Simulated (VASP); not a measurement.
Input of a VASP 6.6.1 run:

POSCAR

```
BP
1.0
    0.0000000000      2.2803450000      2.2690000000
    2.2803450000      0.0000000000      2.2690000000
    2.2803450000      2.2803450000      0.0000000000
B P
1 1
Direct
    0.0000000000      0.0000000000      0.0000000000
    0.7500000000      0.7500000000      0.7500000000
```

INCAR.step1

```
PREC = Accurate ; ENCUT = 520
ISMEAR = 0 ; SIGMA = 0.05
LREAL = False ; LASPH = True
NELM = 80 ; NBANDS = 11
GGA = PE ; ALGO = Normal
EDIFF = 1E-4 ; LWAVE = True
LCHARG = False
```

File INCAR.step2:

```
PREC = Accurate ; ENCUT = 520
EDIFF = 1E-7 ; ISMEAR = 0
SIGMA = 0.05 ; LREAL = False
LASPH = True ; NELM = 80
ALGO = Normal ; ISIF = 2
LWAVE = False ; LCHARG = True
METAGGA = R2SCAN ; LMIXTAU = True
LELF = True ; LVHAR = True
NBANDS = 11 ; ISTART = 1
```

KPOINTS

```
Automatic mesh
0
Gamma
  10 10 10
```

Potentials or basis: VASP PAW PBE potentials, release 64 (B, P).

Command:

```sh
$ cat potpaw_PBE.64/B/POTCAR potpaw_PBE.64/P/POTCAR > POTCAR
$ cp INCAR.step1 INCAR
$ mpirun -np 1 vasp_std > vasp.out
$ cp INCAR.step2 INCAR
$ mpirun -np 1 vasp_std > vasp.out
```

**Question.** Estimate the pressure.

**Answer.** -2.3 GPa.

**Question.** Predict the band gap on the k mesh.

**Answer.** 1.38 eV, indirect (least direct gap 3.57 eV).

Stress tensor (GPa, compression positive):
```
-2.78  0.00  0.00
 0.00 -2.78  0.00
 0.00  0.00 -1.36
```

Caveat: the cell differs from its parent crystal (strain +0.0050 x Voigt [1, 1, 0, 0, 0, 0]); the PAW data sets were made with another functional, which shifts forces and pressure a little. A k mesh can miss the band edges.
